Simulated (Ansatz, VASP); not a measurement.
## GaN in VASP and in Ansatz

INCAR

```
SYSTEM = GaN
PREC = Accurate ; ENCUT = 520
EDIFF = 1E-6 ; ISMEAR = -1
SIGMA = 0.02 ; LREAL = .False.
LASPH = .True. ; NELM = 100
ALGO = Normal ; ISIF = 2
LWAVE = .False. ; LCHARG = .False.
GGA = PE ; NBANDS = 16
```

Contents of KPOINTS:

```
Automatic mesh
0
Gamma
  13 13 13
  0 0 0
```

Contents of POSCAR:

```
GaN
1.0
    0.0000000000      2.0522750000      1.9925000000
    2.0522750000      0.0000000000      1.9925000000
    2.0522750000      2.0522750000      0.0000000000
Ga N
1 1
Direct
    0.5000000000      0.5000000000      0.5000000000
    0.0000000000      0.0000000000      0.0000000000
```

Input for Ansatz:

```yaml
crystal:
  lattice:
    - [0.0, 2.052275, 1.9925]
    - [2.052275, 0.0, 1.9925]
    - [2.052275, 2.052275, 0.0]
  atoms:
    - { symbol: Ga, position: [0.5, 0.5, 0.5] }
    - { symbol: "N", position: [0.0, 0.0, 0.0] }
kpoints:
  mp_grid: { grid: [13, 13, 13] }
  band_path:
    path:
      - [0.0, 0.0, 0.0]
      - [0.0, 0.5, 0.5]
      - [0.25, 0.75, 0.5]
      - [0.0, 0.5, 0.0]
      - [0.0, 0.0, 0.0]
      - [0.5, 0.5, 0.0]
      - [0.3826125, 0.6173875, 0.0]
      - [-0.3826125, 0.3826125, 0.0]
      - [0.0, 0.0, 0.0]
    npoints: 5
scf:
  occupations: { method: fermi_dirac, width: 0.02 }
hamiltonian:
  xc: pbe
  pseudopotentials: { kind: all_electron, lapw: { basis_error: 0.001 } }
output:
  forces: true
  stress: true
  eigenvalues: true
```

Change from the starting cell: equal xx and yy strain of +3 %.

Alike in both runs: task single point; functional PBE; k mesh 13 × 13 × 13; occupations fermi-dirac, width 0.02 eV; no spin polarisation.

```csv
,VASP,Ansatz
version,VASP 6.6.1,Ansatz 0.2.0
potentials or method,"VASP PAW PBE potentials, release 64 (Ga_d, N), cutoff 520 eV","all-electron LAPW, scalar-relativistic"
```

```tsv
	VASP	Ansatz	Ansatz less VASP
gap on the k mesh at the Fermi level (eV)	1.26	1.27	+0.017
pressure (GPa)	44.7	43.6	-1.05
traceless stress, the component that is largest in VASP (GPa)	7.79	7.84	+0.046
```

Both programs put the cell under a high pressure, so it lies far from rest at this level. Ansatz ran all-electron here, and VASP with PAW potentials.
